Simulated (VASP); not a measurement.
# AlSi62 (a cell with a defect) in VASP: notebook, part 2 of 3

VASP 6.6.1.

## Step 3: Relaxation of the atoms, PBE+D3(BJ)

INCAR reads:

```
SYSTEM = AlSi62
PREC = Accurate ; ENCUT = 520
EDIFF = 1E-6 ; ISMEAR = 0
SIGMA = 0.05 ; LREAL = Auto
LASPH = .TRUE. ; NELM = 100
ALGO = Normal ; ISIF = 2
LWAVE = .FALSE. ; LCHARG = .FALSE.
GGA = PE ; IVDW = 12
IBRION = 2 ; NSW = 80
EDIFFG = -0.03 ; NELECT = 252.0
LUSENCCL = .FALSE.
```

KPOINTS reads:

```
regular mesh
0
G
  1 1 1
  0 0 0
```

POSCAR reads:

```
AlSi62
1.0
   10.8600000000      0.0000000000      0.0000000000
    0.0000000000     10.8600000000      0.0000000000
    0.0000000000      0.0000000000     10.8600000000
Si Al
62 1
Direct
    0.5009514000      0.0003789000     -0.0019057000
    0.6225848000      0.1235484000      0.1238377000
    0.7473978000      0.2493147000      0.0013479000
    0.8756304000      0.3766138000      0.1286111000
    0.7504822000      0.0002531000      0.2446157000
    0.8732299000      0.1224368000      0.3691982000
    0.0011023000     -0.0047247000     -0.0001430000
    0.1252363000      0.1298729000      0.1265432000
    0.2489921000      0.2527505000      0.0010233000
    0.3763637000      0.3718276000      0.1281471000
    0.4981625000      0.4993640000     -0.0035346000
    0.6219454000      0.6225335000      0.1265031000
    0.7530991000      0.7481718000      0.0014312000
    0.8755982000      0.8757906000      0.1243062000
    0.2526258000     -0.0002497000      0.2472677000
    0.3769913000      0.1301941000      0.3793520000
    0.5023244000      0.2477914000      0.2512676000
    0.6264113000      0.3705320000      0.3710718000
    0.7510731000      0.4965021000      0.2487122000
    0.8765109000      0.6209610000      0.3715093000
    0.4981713000      0.0030793000      0.4991277000
    0.6219841000      0.1248025000      0.6241638000
    0.7529270000      0.2498855000      0.5011840000
    0.8707522000      0.3776385000      0.6313455000
    0.7488042000     -0.0033740000      0.7477326000
    0.8753148000      0.1274738000      0.8766340000
    0.0069816000      0.5011802000     -0.0038616000
    0.3719899000      0.8744537000      0.1272165000
   -0.0002816000      0.2541044000      0.2544840000
    0.1235258000      0.3726635000      0.3725921000
    0.2473233000      0.5025945000      0.2467435000
    0.3808705000      0.6249612000      0.3780959000
    0.5032571000      0.7543194000      0.2490412000
    0.6248129000      0.8784940000      0.3764109000
   -0.0013414000      0.0009754000      0.5013925000
    0.1228294000      0.1235511000      0.6267223000
    0.2511296000      0.2477669000      0.4992449000
    0.3752019000      0.3772992000      0.6276887000
    0.4973838000      0.4984017000      0.4997447000
    0.6256608000      0.6247667000      0.6274257000
    0.7509490000      0.7504433000      0.5007719000
    0.8792022000      0.8765819000      0.6215477000
    0.2518989000     -0.0003469000      0.7486268000
    0.3698240000      0.1264969000      0.8727679000
    0.4958003000      0.2525046000      0.7517618000
    0.6254967000      0.3798640000      0.8722592000
    0.7508530000      0.5029848000      0.7468024000
    0.8755096000      0.6269849000      0.8776910000
   -0.0002065000      0.7521473000      0.2535248000
    0.1207652000      0.8709853000      0.3767269000
    0.0049067000      0.4973792000      0.4978089000
    0.1262472000      0.6254899000      0.6271045000
    0.2493624000      0.7522195000      0.5016610000
    0.3715264000      0.8761731000      0.6193474000
   -0.0021142000      0.2509568000      0.7512260000
    0.1239071000      0.3726089000      0.8760146000
    0.2559783000      0.4977098000      0.7527544000
    0.3765596000      0.6251498000      0.8730974000
    0.4971942000      0.7474595000      0.7531892000
    0.6252958000      0.8794547000      0.8756594000
    0.0029057000      0.7519712000      0.7500644000
    0.1237828000      0.8736606000      0.8698392000
    0.1199690000      0.6271168000      0.1217280000
```

Potentials or basis: VASP PAW PBE potentials, release 64 (Si, Al).

Run with:

```bash
$ cat potpaw_PBE.64/Si/POTCAR potpaw_PBE.64/Al/POTCAR > POTCAR
$ mpirun -np 1 vasp_gam > vasp.out
```

Wall time 9 min (1 × NVIDIA H100 80GB with 1 thread of AMD EPYC 7R13 (Zen 3), shared host); peak memory 1.8 GiB.

It converged, with:

```
Free energy                  : -344.5384 eV
Energy gained by relaxing    : 22.7 meV/atom
Ionic steps                  : 24
Largest force after relaxing : 0.021 eV/Å
Dispersion energy per atom   : -0.313 eV
```

Forces on the atoms (eV/Å):
```
Si   0.003 -0.003 -0.002
Si   0.001  0.017  0.002
Si  -0.002  0.003  0.002
Si   0.013  0.009 -0.001
Si  -0.003  0.012  0.004
Si  -0.003 -0.001 -0.003
Si   0.007 -0.004  0.001
Si   0.000 -0.013  0.002
Si  -0.008 -0.003  0.004
Si  -0.009  0.002 -0.005
Si  -0.007  0.010 -0.004
Si  -0.011 -0.007  0.003
Si   0.000 -0.014  0.009
Si   0.009  0.002 -0.007
Si   0.001  0.005 -0.006
Si  -0.014 -0.006 -0.005
Si   0.005 -0.002  0.007
Si   0.004 -0.013  0.003
Si  -0.003  0.002 -0.001
Si   0.007 -0.007 -0.005
Si  -0.003 -0.005  0.000
Si   0.001 -0.003  0.014
Si   0.002  0.007  0.005
Si  -0.011 -0.011  0.007
Si   0.001  0.012 -0.005
Si  -0.002 -0.012  0.016
Si   0.007  0.006 -0.006
Si   0.005 -0.010 -0.016
Si   0.006  0.002  0.000
Si   0.002  0.003 -0.008
Si   0.002  0.005 -0.004
Si   0.001  0.005  0.004
Si  -0.006  0.008 -0.012
Si  -0.013 -0.002  0.009
Si   0.006  0.008  0.000
Si  -0.012  0.010 -0.001
Si  -0.009  0.014 -0.007
Si  -0.012  0.000  0.001
Si  -0.004 -0.003  0.001
Si  -0.001 -0.006 -0.014
Si   0.006 -0.005 -0.005
Si   0.004 -0.012  0.005
Si  -0.006  0.009 -0.003
Si  -0.011  0.002  0.007
Si   0.003 -0.001  0.004
Si  -0.003 -0.002  0.005
Si   0.004 -0.004 -0.001
Si  -0.009 -0.002 -0.003
Si   0.012  0.010 -0.012
Si  -0.001 -0.009  0.003
Si   0.013 -0.002  0.000
Si  -0.004 -0.005  0.014
Si  -0.006 -0.005  0.002
Si   0.008 -0.010 -0.003
Si   0.007  0.006 -0.002
Si   0.001 -0.010 -0.002
Si   0.001  0.008  0.003
Si  -0.002  0.012  0.014
Si   0.013  0.004 -0.016
Si  -0.007  0.001  0.007
Si   0.009  0.003 -0.001
Si   0.019 -0.001 -0.001
Al  -0.003  0.000  0.005
```

Step by step:
```
step  energy change (eV)  largest force (eV/Å)  pressure (GPa)
   1              0.0000                1.5213            1.50
   2             -1.0003                0.5583            1.16
   3             -1.0027                0.5520            1.15
   4             -1.1055                0.3471            1.09
   5             -1.1262                0.2550            1.06
   6             -1.1730                0.2459            1.01
   7             -1.1999                0.2418            0.95
   8             -1.2378                0.2483            0.90
   9             -1.2586                0.2723            0.81
  10             -1.2923                0.2847            0.73
  11             -1.3060                0.2932            0.64
  12             -1.3375                0.2683            0.56
  13             -1.3436                0.2534            0.52
  14             -1.3722                0.1959            0.48
  15             -1.3778                0.1801            0.46
  16             -1.3998                0.1611            0.46
  17             -1.4002                0.1610            0.46
  18             -1.4146                0.1145            0.47
  19             -1.4157                0.1089            0.48
  20             -1.4259                0.0607            0.49
  21             -1.4260                0.0711            0.49
  22             -1.4288                0.0435            0.50
  23             -1.4290                0.0343            0.50
  24             -1.4302                0.0215            0.50
```

Final structure:
```
Si Al
1.0
    10.86000    0.00000    0.00000
     0.00000   10.86000    0.00000
     0.00000    0.00000   10.86000
Si Al
62 1
Direct
  0.49249 0.99279 0.00460
  0.62342 0.12317 0.12468
  0.75056 0.25063 0.00040
  0.88062 0.38089 0.12163
  0.74840 0.00121 0.25152
  0.87570 0.12733 0.37436
  0.99803 0.00082 0.00129
  0.12481 0.12579 0.12497
  0.24972 0.25045 0.00007
  0.37685 0.37319 0.12635
  0.50048 0.49833 0.00128
  0.62533 0.62519 0.12495
  0.75004 0.75013 0.00019
  0.87309 0.87690 0.12639
  0.24850 0.00074 0.25171
  0.37599 0.12470 0.37671
  0.50139 0.24845 0.25127
  0.62701 0.37624 0.37413
  0.75277 0.50171 0.24851
  0.88066 0.62881 0.36909
  0.49819 0.99828 0.50356
  0.62466 0.12485 0.62511
  0.74980 0.25030 0.49975
  0.87572 0.37605 0.62252
  0.74624 0.99830 0.75173
  0.87316 0.12483 0.87385
  0.00894 0.50919 0.99590
  0.36238 0.86282 0.12759
  0.00123 0.25299 0.24865
  0.12832 0.38097 0.36921
  0.25429 0.50909 0.24086
  0.37656 0.62364 0.37692
  0.50024 0.74864 0.25178
  0.62447 0.87581 0.37669
  0.99847 0.00145 0.50184
  0.12563 0.12318 0.62687
  0.24958 0.25056 0.49938
  0.37587 0.37336 0.62538
  0.50132 0.49895 0.50184
  0.62319 0.62571 0.62714
  0.75040 0.74967 0.49952
  0.87309 0.87599 0.62548
  0.24551 0.99246 0.75775
  0.37256 0.12124 0.87748
  0.49821 0.24652 0.75165
  0.62455 0.37334 0.87413
  0.74837 0.49873 0.74878
  0.87313 0.62377 0.87342
  0.00904 0.75440 0.24086
  0.12339 0.87709 0.37677
  0.00123 0.50178 0.49698
  0.12479 0.62519 0.62447
  0.24957 0.75004 0.49972
  0.37229 0.87264 0.62895
  0.99852 0.24848 0.74839
  0.12335 0.37343 0.87315
  0.24848 0.49832 0.74934
  0.36223 0.62243 0.88752
  0.49216 0.74561 0.75769
  0.62087 0.87268 0.87748
  0.99810 0.74877 0.74962
  0.12228 0.86247 0.88788
  0.16337 0.66343 0.08655
```

Levels at points of the mesh, in eV from the Fermi level:
```tsv
k point	band 122	band 123	band 124	band 125	band 126	band 127	band 128	band 129	band 130	band 131
(0.00, 0.00, 0.00)	-1.22	-0.89	-0.89	-0.71	0.00	0.00	0.16	0.16	0.23	0.24
```

Caveat: the k points lie up to 0.58 Å⁻¹ apart; the cell carries a net charge on a neutralising background, which shifts energy and pressure; the cell is charged against a uniform background, so pressure and absolute levels hang on convention.

(Part 2 of 3 ends here.)
